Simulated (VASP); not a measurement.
# MgS (Niningerite) in VASP: notebook

The runs below take MgS (Niningerite) through single point, with PBE.

Everything below comes from runs of VASP 6.6.1. Logs are shortened: lines on timing, memory, paths and dates and some standing lists are left out, and cuts for length are marked.

### 1 The cell of the first run

The structure is orthorhombic, space group Immm (No. 71). Conventional cell: a = 3.606 Å, b = 3.753 Å, c = 5.203 Å, α = 90.00°, β = 90.00°, γ = 90.00°. Within 3.4 Å of S (site symmetry mmm) lie 6 Mg at 2.60 Å. Within 3.4 Å of Mg (site symmetry mmm) lie 6 S at 2.60 Å.

### 2 Single point, PBE

INCAR

```
ALGO = Normal ; EDIFF = 1E-6
ENCUT = 520 ; GGA = PE
ISIF = 2 ; ISMEAR = -1
LASPH = T ; LCHARG = F
LREAL = F ; LWAVE = F
NBANDS = 11 ; NELM = 60
PREC = Accurate ; SIGMA = 0.05
```

KPOINTS

```
k-points
0
Gamma
  8 8 8
```

POSCAR

```
MgS
1.0
   -0.0520330000      2.6016500000      2.6016500000
    2.6016500000     -0.0520330000      2.6016500000
    2.5496170000      2.5496170000      0.0000000000
S Mg
1 1
Direct
    0.5000000000      0.5000000000      0.5000000000
    0.0000000000      0.0000000000      0.0000000000
```

Potentials or basis: VASP PAW PBE potentials, release 64 (S, Mg).

The run is started by

```
$ cat potpaw_PBE.64/S/POTCAR potpaw_PBE.64/Mg/POTCAR > POTCAR
$ mpirun -np 1 vasp_std > vasp.out
```

OUTCAR:

```text
EDIFF = 1E-6
   ENCUT = 520
   GGA = PE
   ISIF = 2
   ISMEAR = -1
   LASPH = T
   LREAL = F
   NELM = 60
   PREC = Accurate

 ion  position               nearest neighbor table
   1  0.500  0.500  0.500-   2 2.60   2 2.60   2 2.60   2 2.60   2 2.60   2 2.60
   2  0.000  0.000  0.000-   1 2.60   1 2.60   1 2.60   1 2.60   1 2.60   1 2.60

  LATTYP: Found a body centered orthorhombic cell.
 ALAT       =     3.6057029403
 B/A-ratio  =     1.0408163265
 C/A-ratio  =     1.4430750636

  Lattice vectors:

 A1 = (   0.0520330000,  -2.6016500000,  -2.6016500000)
 A2 = (  -0.0520330000,   2.6016500000,  -2.6016500000)
 A3 = (   2.6016500000,  -0.0520330000,   2.6016500000)

Analysis of symmetry for initial positions (statically):
=====================================================================
 Subroutine PRICEL returns:
 Original cell was already a primitive cell.

 Routine SETGRP: Setting up the symmetry group for a
 body centered orthorhombic supercell.

 Subroutine GETGRP returns: Found  8 space group operations
 (whereof  8 operations were pure point group operations)
 out of a pool of  8 trial point group operations.

The static configuration has the point symmetry D_2h.

Analysis of symmetry for dynamics (positions and initial velocities):
=====================================================================
 Subroutine PRICEL returns:
 Original cell was already a primitive cell.

 Routine SETGRP: Setting up the symmetry group for a
 body centered orthorhombic supercell.

 Subroutine GETGRP returns: Found  8 space group operations
 (whereof  8 operations were pure point group operations)
 out of a pool of  8 trial point group operations.

The dynamic configuration has the point symmetry D_2h.

 Subroutine INISYM returns: Found  8 space group operations
 (whereof  8 operations are pure point group operations),
 and found     1 'primitive' translations

----------------------------------------------------------------------------------------

                                     Primitive cell

  volume of cell :      35.2049

  direct lattice vectors                    reciprocal lattice vectors
    -0.052033000  2.601650000  2.601650000    -0.188417381  0.188417381  0.192185728
     2.601650000 -0.052033000  2.601650000     0.188417381 -0.188417381  0.192185728
     2.549617000  2.549617000  0.000000000     0.196107886  0.196107886 -0.192185728

  length of vectors
     3.679656625  3.679656625  3.605702940     0.328538541  0.328538541  0.337419561

  position of ions in fractional coordinates (direct lattice)
[... 8 lines left out ...]
----------------------------------------------------------------------------------------

 KPOINTS: k-points

Automatic generation of k-mesh.
 Grid dimensions read from file:
 generate k-points for:    8    8    8

 Generating k-lattice:

  Cartesian coordinates                     Fractional coordinates (reciprocal lattice)
    -0.023552173  0.023552173  0.024023216     0.125000000 -0.000000000  0.000000000
     0.023552173 -0.023552173  0.024023216    -0.000000000  0.125000000  0.000000000
     0.024513486  0.024513486 -0.024023216     0.000000000  0.000000000  0.125000000

  Length of vectors
     0.041067318  0.041067318  0.042177445

  Shift w.r.t. Gamma in fractional coordinates (k-lattice)
     0.000000000  0.000000000  0.000000000

 Subroutine IBZKPT returns following result:
 ===========================================

 Found     95 irreducible k-points:

 Following reciprocal coordinates:
            Coordinates               Weight
  0.000000  0.000000  0.000000      1.000000
  0.125000  0.000000  0.000000      4.000000
  0.250000  0.000000  0.000000      4.000000
  0.375000  0.000000  0.000000      4.000000
  0.500000  0.000000  0.000000      2.000000
  0.125000  0.125000  0.000000      2.000000
[... 16 lines left out ...]
  0.125000 -0.000000  0.125000      4.000000
  0.250000  0.000000  0.125000      8.000000
 [... further k-points ...]
   k-points           NKPTS =     95   k-points in BZ     NKDIM =     95   number of bands    NBANDS=     11
   number of dos      NEDOS =    301   number of ions     NIONS =      2
   total plane-waves  NPLWV =  21952
   dimension x,y,z NGX =    28 NGY =   28 NGZ =   28
   dimension x,y,z NGXF=    56 NGYF=   56 NGZF=   56
   ions per type =               1   1
   NGX,Y,Z   is equivalent  to a cutoff of  12.65, 12.65, 12.91 a.u.
   NGXF,Y,Z  is equivalent  to a cutoff of  25.30, 25.30, 25.82 a.u.
 SYSTEM =  unknown system
   PREC   = accura    normal or accurate (medium, high low for compatibility)
   ISTART =      0    job   : 0-new  1-cont  2-samecut
   ICHARG =      2    charge: 1-file 2-atom 10-const
   ISPIN  =      1    spin polarized calculation?
   LNONCOLLINEAR =      F non collinear calculations
   LSORBIT =      F    spin-orbit coupling
   LASPH  =      T    aspherical Exc in radial PAW
   ENCUT  =  520.0 eV  38.22 Ry    6.18 a.u.   6.84  6.84  6.70*2*pi/ulx,y,z
[... 115 lines left out ...]
     10      17.6910      0.00000
     11      18.3075      0.00000

 k-point     6 :       0.1250    0.1250    0.0000
  band No.  band energies     occupation
      1      -8.7373      2.00000
      2       2.7160      2.00000
      3       3.2127      2.00000
      4       3.6121      2.00000
      5       8.5515      0.00000
      6      10.7623      0.00000
      7      12.0714      0.00000
      8      12.2566      0.00000
      9      12.6537      0.00000
     10      14.3643      0.00000
     11      17.3796      0.00000

 k-point     7 :       0.2500    0.1250    0.0000
  band No.  band energies     occupation
      1      -8.4212      2.00000
      2       1.3251      2.00000
      3       3.0915      2.00000
      4       3.3353      2.00000
      5       9.3237      0.00000
      6      10.3604      0.00000
      7      11.1254      0.00000
      8      12.7349      0.00000
      9      13.4112      0.00000
     10      14.9373      0.00000
     11      17.0577      0.00000

 k-point     8 :       0.3750    0.1250    0.0000
  band No.  band energies     occupation
      1      -7.9622      2.00000
      2      -0.1217      2.00000
      3       2.8100      2.00000
      4       3.1497      2.00000
      5       9.2278      0.00000
      6      10.2801      0.00000
      7      11.6834      0.00000
      8      12.0180      0.00000
      9      15.1125      0.00000
     10      16.7476      0.00000
     11      16.7583      0.00000
[... 141 lines left out ...]
 k-point    19 :       0.5000    0.3750    0.0000
  band No.  band energies     occupation
      1      -7.3353      2.00000
      2      -0.2726      2.00000
      3       1.3941      2.00000
      4       2.4306      2.00000
      5       7.1611      0.00000
      6       8.7266      0.00000
      7      14.5025      0.00000
      8      14.8384      0.00000
      9      16.6267      0.00000
     10      18.3726      0.00000
     11      19.5872      0.00000

 k-point    20 :      -0.3750    0.3750    0.0000
  band No.  band energies     occupation
      1      -7.2909      2.00000
      2       0.0180      2.00000
      3       0.4303      2.00000
      4       2.6039      2.00000
      5       7.8527      0.00000
      6      10.1147      0.00000
      7      13.6350      0.00000
      8      13.8765      0.00000
      9      15.5704      0.00000
     10      17.3676      0.00000
     11      20.9461      0.00000

 k-point    21 :       0.5000    0.5000    0.0000
  band No.  band energies     occupation
      1      -7.2622      2.00000
      2      -0.4638      2.00000
      3       1.8022      2.00000
      4       2.3086      2.00000
      5       6.4453      0.00000
      6       8.1945      0.00000
      7      15.7324      0.00000
      8      16.5717      0.00000
      9      17.0426      0.00000
     10      17.1907      0.00000
     11      19.5813      0.00000

 k-point    22 :      -0.0000   -0.0000    0.1250
  band No.  band energies     occupation
      1      -8.7812      2.00000
      2       2.7947      2.00000
      3       3.4562      2.00000
      4       3.6787      2.00000
      5       8.1829      0.00000
      6      11.5363      0.00000
      7      11.6361      0.00000
      8      12.0624      0.00000
      9      13.3445      0.00000
     10      13.4769      0.00000
     11      16.3514      0.00000

 k-point    23 :       0.1250   -0.0000    0.1250
  band No.  band energies     occupation
      1      -8.7367      2.00000
      2       2.7002      2.00000
      3       3.4019      2.00000
      4       3.4380      2.00000
      5       8.5530      0.00000
      6      10.7065      0.00000
      7      12.2398      0.00000
      8      12.3807      0.00000
      9      12.4229      0.00000
     10      14.3452      0.00000
     11      17.3151      0.00000

 k-point    24 :       0.2500    0.0000    0.1250
  band No.  band energies     occupation
      1      -8.4291      2.00000
      2       1.3461      2.00000
      3       3.1070      2.00000
      4       3.2754      2.00000
      5       9.2769      0.00000
      6      10.5826      0.00000
      7      11.3115      0.00000
      8      12.5896      0.00000
      9      13.4669      0.00000
     10      14.7691      0.00000
     11      17.2417      0.00000

 [... further k-points ...]
[... 5 lines left out ...]
  --------------------------------------------------------------------------------------
  -------------------------------------------------------------------------------------
  Total        0.2060742      0.2060742      0.1756730      0.4839618      0.0000000      0.0000000
  in kB        9.3784550      9.3784550      7.9948941     22.0251480      0.0000000      0.0000000
  external PRESSURE =       8.9172681 kB  Pullay stress =       0.0000000 kB

 VOLUME and BASIS-vectors are now :
 -----------------------------------------------------------------------------
  energy-cutoff  :      520.00
  volume of cell :       35.20
      direct lattice vectors                 reciprocal lattice vectors
    -0.052033000  2.601650000  2.601650000    -0.188417381  0.188417381  0.192185728
     2.601650000 -0.052033000  2.601650000     0.188417381 -0.188417381  0.192185728
     2.549617000  2.549617000  0.000000000     0.196107886  0.196107886 -0.192185728

 POSITION                                       TOTAL-FORCE (eV/Angst)
 -----------------------------------------------------------------------------------
      2.54962      2.54962      2.60165         0.000000      0.000000      0.000000
      0.00000      0.00000      0.00000        -0.000000     -0.000000      0.000000
 -----------------------------------------------------------------------------------
    total drift:                                0.000000      0.000000      0.000000

  FREE ENERGIE OF THE ION-ELECTRON SYSTEM (eV)
  ---------------------------------------------------
  free  energy   TOTEN  =        -8.4921325978 eV

  energy  without entropy=       -8.4921325978  energy(sigma->0) =       -8.49213260
```

Run time: 17 s. Hardware: 1 thread of Intel Xeon Platinum 8488C (Sapphire Rapids), shared host; peak memory 0.18 GiB.

Results:

```
Free energy            : -8.4921 eV
Pressure               : 0.9 GPa
Band gap on the k mesh : 2.53 eV, indirect (least direct gap 3.50 eV)
```

Stress tensor (GPa, compression positive):
```
0.94 2.20 0.00
2.20 0.94 0.00
0.00 0.00 0.80
```

Levels at points of the mesh, in eV from the valence-band top:
```tsv
k point	band 1	band 2	band 3	band 4	band 5	band 6	band 7	band 8	band 9
(0.00, 0.00, 0.00)	-12.86	-0.36	-0.19	0.00	3.50	7.44	7.80	8.11	10.16
(0.50, 0.00, 0.00)	-11.60	-5.08	-0.76	-0.60	4.49	6.76	7.02	9.94	11.91
(0.50, 0.50, 0.00)	-11.18	-4.38	-2.12	-1.61	2.53	4.28	11.81	12.65	13.12
(0.00, 0.00, 0.50)	-11.50	-4.95	-0.93	-0.79	4.21	6.45	6.71	9.88	11.99
(0.50, 0.00, 0.50)	-11.17	-4.38	-1.87	-1.87	2.59	4.21	11.68	12.58	13.19
```

### 3 Single point, PBE

INCAR

```
ALGO     = Normal         # electronic algorithm
EDIFF    = 1E-6           # SCF threshold, eV
ENCUT    = 520            # plane-wave cutoff, eV
GGA      = PE             # functional
ISIF     = 2              # what is computed and relaxed
ISMEAR   = -1             # smearing method
LASPH    = True           # aspherical terms in the spheres
LCHARG   = False          # write CHGCAR
LREAL    = False          # projectors in reciprocal space
LWAVE    = False          # write WAVECAR
NBANDS   = 11             # bands
NELM     = 100            # most SCF steps
PREC     = Accurate       # precision mode
SIGMA    = 0.05           # smearing width, eV
```

KPOINTS is that of step 2.

POSCAR

```
MgS
1.0
   -0.0260165000      2.6016500000      2.6016500000
    2.6016500000     -0.0260165000      2.6016500000
    2.5756335000      2.5756335000      0.0000000000
S Mg
1 1
Direct
    0.5000000000      0.5000000000      0.5000000000
    0.0000000000      0.0000000000      0.0000000000
```

Potentials or basis: VASP PAW PBE potentials, release 64 (S, Mg).

The run is started by

```
$ cat potpaw_PBE.64/S/POTCAR potpaw_PBE.64/Mg/POTCAR > POTCAR
$ mpirun -np 1 vasp_std > vasp.out
```

Wall time 17 s (1 thread of Intel Xeon Platinum 8488C (Sapphire Rapids), shared host); peak memory 0.17 GiB.

It converged, with:

```yaml
Free_energy: -8.4994 eV
Pressure: 0.9 GPa
Band_gap_on_the_k_mesh: 2.67 eV, indirect (least direct gap 3.61 eV)
```

Stress tensor (GPa, compression positive):
```
0.88 1.10 0.00
1.10 0.88 0.00
0.00 0.00 0.85
```

Levels at points of the mesh, in eV from the valence-band top:
```csv
k point,band 1,band 2,band 3,band 4,band 5,band 6,band 7,band 8,band 9
"(0.00, 0.00, 0.00)",-12.76,-0.18,-0.09,0.00,3.61,7.70,7.87,8.03,10.26
"(0.50, 0.00, 0.00)",-11.48,-4.95,-0.67,-0.60,4.52,6.83,6.96,10.04,12.04
"(0.50, 0.50, 0.00)",-11.08,-4.29,-1.90,-1.65,2.67,4.32,11.91,12.73,13.25
"(0.00, 0.00, 0.50)",-11.43,-4.89,-0.76,-0.69,4.38,6.68,6.81,10.00,12.08
"(0.50, 0.00, 0.50)",-11.08,-4.28,-1.77,-1.77,2.68,4.30,11.88,12.71,13.28
```

A k mesh can miss the band edges. PBE gaps usually lie below the measured ones, often by a third to a half.

### 4 Single point, PBE

This run uses another cell than the first one, of 17.26 Å³/atom, 0.980 times its volume.

INCAR

```
SYSTEM = MgS
  PREC = Accurate
  ENCUT = 520
  EDIFF = 1E-6
  ISMEAR = -1
  SIGMA = 0.05
  LREAL = .FALSE.
  LASPH = .TRUE.
  NELM = 60
  ALGO = Normal
  ISIF = 2
  LWAVE = .FALSE.
  LCHARG = .FALSE.
  GGA = PE
  NBANDS = 11
```

KPOINTS

```
Automatic mesh
0
G
  9 9 9
  0 0 0
```

POSCAR

```
MgS
1.0
    0.0000000000      2.5841887356      2.5841887356
    2.5841887356      0.0000000000      2.5841887356
    2.5841887356      2.5841887356      0.0000000000
S Mg
1 1
Direct
    0.5000000000      0.5000000000      0.5000000000
    0.0000000000      0.0000000000      0.0000000000
```

The run is started by

```
$ cat potpaw_PBE.64/S/POTCAR potpaw_PBE.64/Mg/POTCAR > POTCAR
$ mpirun -np 1 vasp_std > vasp.out
```

Wall time 7.8 s (1 thread of Intel Xeon Platinum 8559C (Emerald Rapids), shared host); peak memory 0.16 GiB.

It converged, with:

* Free energy: -8.4945 eV
* Pressure: 2.5 GPa
* Band gap on the k mesh: 2.95 eV, indirect (least direct gap 3.87 eV)

Levels at points of the mesh, in eV from the valence-band top:
```csv
k point,band 1,band 2,band 3,band 4,band 5,band 6,band 7,band 8
"(0.00, 0.00, 0.00)",-12.78,0.00,0.00,0.00,3.87,7.94,7.94,7.94
```

A k mesh can miss the band edges. PBE gaps usually lie below the measured ones, often by a third to a half.

### 5 Single point, PBE

This run uses another cell than the first one, of 18.31 Å³/atom, 1.040 times its volume.

INCAR

```
ALGO     = Normal         # electronic algorithm
EDIFF    = 1E-7           # SCF threshold, eV
ENCUT    = 520            # plane-wave cutoff, eV
GGA      = PE             # functional
ISIF     = 2              # what is computed and relaxed
ISMEAR   = -1             # smearing method
LASPH    = True           # aspherical terms in the spheres
LCHARG   = True           # write CHGCAR
LELF     = True           # ELF
LREAL    = False          # projectors in reciprocal space
LVHAR    = True         
LWAVE    = False          # write WAVECAR
NBANDS   = 11             # bands
NELM     = 100            # most SCF steps
PREC     = Accurate       # precision mode
SIGMA    = 0.05           # smearing width, eV
```

KPOINTS

```
k-points
0
Gamma
  9 9 9
```

POSCAR

```
MgS
1.0
    0.0000000000      2.6358861629      2.6358861629
    2.6358861629      0.0000000000      2.6358861629
    2.6358861629      2.6358861629      0.0000000000
S Mg
1 1
Direct
    0.5000000000      0.5000000000      0.5000000000
    0.0000000000      0.0000000000      0.0000000000
```

The run is started by

```
$ cat potpaw_PBE.64/S/POTCAR potpaw_PBE.64/Mg/POTCAR > POTCAR
$ mpirun -np 1 vasp_std > vasp.out
```

Wall time 9.1 s (1 thread of Intel Xeon Platinum 8559C (Emerald Rapids), shared host); peak memory 0.16 GiB.

Results (log left out):

| Item | Value |
| --- | --- |
| Free energy | -8.4970 eV |
| Pressure | -2.0 GPa |
| Band gap on the k mesh | 2.82 eV, indirect (least direct gap 3.41 eV) |

Levels at points of the mesh, in eV from the valence-band top:
```csv
k point,band 1,band 2,band 3,band 4,band 5,band 6,band 7,band 8
"(0.00, 0.00, 0.00)",-12.45,0.00,0.00,0.00,3.41,7.98,7.98,7.98
```

A k mesh can miss the band edges. PBE gaps usually lie below the measured ones, often by a third to a half.

### 6 Single point, PBE

This run uses another cell than the first one, of 18.31 Å³/atom, 1.040 times its volume.

INCAR

```
SYSTEM = MgS
  PREC = Accurate
  ENCUT = 520
  EDIFF = 1E-6
  ISMEAR = -1
  SIGMA = 0.05
  LREAL = .False.
  LASPH = .True.
  NELM = 80
  ALGO = Normal
  ISIF = 2
  LWAVE = .False.
  LCHARG = .True.
  GGA = PE
  LELF = .True.
  LVHAR = .True.
  NBANDS = 11
```

KPOINTS

```
regular mesh
0
Gamma
  9 9 9
  0 0 0
```

POSCAR is that of step 5.

Potentials or basis: VASP PAW PBE potentials, release 64 (S, Mg).

The run is started by

```
$ cat potpaw_PBE.64/S/POTCAR potpaw_PBE.64/Mg/POTCAR > POTCAR
$ mpirun -np 1 vasp_std > vasp.out
```

Run time: 10 s. Hardware: 1 thread of Intel Xeon Platinum 8488C (Sapphire Rapids), shared host; peak memory 0.16 GiB.

The run converged. Its results:

```yaml
Free_energy: -8.4970 eV
Pressure: -2.0 GPa
Band_gap_on_the_k_mesh: 2.82 eV, indirect (least direct gap 3.41 eV)
```

Levels at points of the mesh, in eV from the valence-band top:
| k point | band 2 | band 3 | band 4 | band 5 | band 6 | band 7 |
| --- | --- | --- | --- | --- | --- | --- |
| (0.00, 0.00, 0.00) | 0.00 | 0.00 | 0.00 | 3.41 | 7.98 | 7.98 |

A k mesh can miss the band edges. As with any semilocal functional, this PBE gap is likely too small.

### 7 Summary

```csv
cell,k mesh,gap on the mesh (eV),pressure (GPa)
"a = 3.680, b = 3.680, c = 3.606 Å, angles 60.7, 60.7, 61.3°, 2 atoms",8 × 8 × 8,2.53,0.9
"a = 3.679, b = 3.679, c = 3.642 Å, angles 60.3, 60.3, 60.7°, 2 atoms",8 × 8 × 8,2.67,0.9
"a = 3.655 Å, angles 60.0°, 2 atoms",9 × 9 × 9,2.95,2.5
"a = 3.728 Å, angles 60.0°, 2 atoms",9 × 9 × 9,2.82,-2.0
```

Alike in all rows: task single point; level PBE; potentials or basis VASP PAW PBE potentials, release 64 (S, Mg); no spin polarisation; cutoff (eV) 520; smearing fermi-dirac 0.05 eV.

Total energies depend on the potentials used, so only differences within one code and one set of settings carry meaning.
